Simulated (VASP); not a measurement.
Crystal: Mg3PN.

```
P N Mg
1.0
     4.15155    0.00000    0.00000
     0.00000    4.15155    0.00000
     0.00000    0.00000    4.15155
P N Mg
1 1 3
Direct
  0.00000 0.00000 0.00000
  0.50000 0.50000 0.50000
  0.50000 0.50000 0.00000
  0.50000 0.00000 0.50000
  0.00000 0.50000 0.50000
```

Base run:

```yaml
Program: VASP 6.6.1
Functional: r2SCAN
Potentials_or_basis: VASP PAW PBE potentials, release 64 (P, N, Mg)
Cutoff: 520 eV
k_mesh: 6 × 6 × 6
Occupations: gaussian, width 0.01 eV
Spin: no spin polarisation
```

Its results: band gap on the k mesh 2.19 eV, direct; pressure -0.5 GPa.

Q: The run is repeated on the same cell with these changes: functional from r2SCAN to PBE. What comes out?

A: Band gap on the k mesh 1.76 eV, direct; pressure 1.9 GPa.

r2SCAN gives the wider gap, since meta-GGAs in the generalised Kohn-Sham scheme recover part of the derivative discontinuity.

Caveats: the PAW data sets were made with another functional, which shifts forces and pressure a little (some runs).

A k mesh can miss the band edges.
